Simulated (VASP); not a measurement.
A run of VASP 6.6.1:

INCAR

```
PREC = Accurate ; ENCUT = 520
EDIFF = 1E-7 ; ISMEAR = -1
SIGMA = 0.05 ; LREAL = False
LASPH = True ; NELM = 60
ALGO = Normal ; ISIF = 2
LWAVE = False ; LCHARG = False
GGA = PE ; NBANDS = 14
```

KPOINTS

```
regular mesh
0
Gamma
  8 8 8
```

The input POSCAR:

```
TiAl
1.0
    3.2208985869      0.0000000000      0.0000000000
    0.0000000000      3.2208985869      0.0000000000
    0.0000000000      0.0000000000      3.2208985869
Ti Al
1 1
Direct
    0.0000000000      0.0000000000      0.0000000000
    0.5000000000      0.5000000000      0.5000000000
```

Potentials or basis: VASP PAW PBE potentials, release 64 (Ti_sv, Al).

Command:

```bash
$ cat potpaw_PBE.64/Ti_sv/POTCAR potpaw_PBE.64/Al/POTCAR > POTCAR
$ mpirun -np 1 vasp_std > vasp.out
```

Hardware: 1 thread of Intel(R) Xeon(R) 6975P-C (Granite Rapids) (shared host).

Estimate the wall time of this run.

Wall time 4.8 s on 1 thread of Intel(R) Xeon(R) 6975P-C (Granite Rapids) (shared host), peak memory 0.14 GiB. Counts: scf iterations 14, k points 35.
